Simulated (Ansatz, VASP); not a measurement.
# One calculation of W, two programs

The input INCAR:

```
PREC = Accurate ; ENCUT = 520
EDIFF = 1E-7 ; ISMEAR = 0
SIGMA = 0.15 ; LREAL = F
LASPH = T ; NELM = 80
ALGO = Fast ; ISIF = 2
LWAVE = F ; LCHARG = T
GGA = PS ; LELF = T
LVHAR = T ; NBANDS = 13
```

KPOINTS

```
regular mesh
0
Gamma
  20 20 20
```

POSCAR

```
W
1.0
    0.0000000000      2.1924000000      1.8676000000
    2.1924000000      0.0000000000      1.8676000000
    2.1924000000      2.1924000000      0.0000000000
W
1
Direct
    0.0000000000      0.0000000000      0.0000000000
```

Input for Ansatz:

```yaml
crystal:
  lattice:
    - [0.0, 2.1924, 1.8676]
    - [2.1924, 0.0, 1.8676]
    - [2.1924, 2.1924, 0.0]
  atoms:
    - { symbol: W, position: [0.0, 0.0, 0.0] }
basis:
  ecutwfc: 420
kpoints:
  mp_grid: { grid: [20, 20, 20] }
hamiltonian:
  xc: pbesol
scf:
  occupations: { method: gaussian, width: 0.15 }
output:
  forces: true
  stress: true
  eigenvalues: true
```

Change from the starting cell: strain +0.080 along x and y, -0.080 along z, atoms carried along.

Alike in both runs: task single point; functional PBEsol; k mesh 20 × 20 × 20; occupations gaussian, width 0.15 eV; no spin polarisation.

```csv
,VASP,Ansatz
version,VASP 6.6.1,Ansatz 0.2.0
potentials or method,"VASP PAW PBE potentials, release 64 (W_sv), cutoff 520 eV","scalar-relativistic, plane waves, PAW"
valence electrons in the cell,14,14
```

VASP gave:

* gap on the k mesh at the Fermi level (eV): none
* pressure (GPa): -29.4
* traceless stress, the component that is largest in VASP (GPa): -15.99

Task: Which values does Ansatz return?

Result: gap on the k mesh at the Fermi level (eV): none; pressure (GPa): -29.6; traceless stress, the component that is largest in VASP (GPa): -15.99.

VASP's potentials were made for PBE, not for PBEsol. A gap of «none» marks a metal or a gap that the smearing closes. Both programs put the cell under strong tension, so it lies far from rest at this level.

Neither program's run includes spin-orbit coupling.
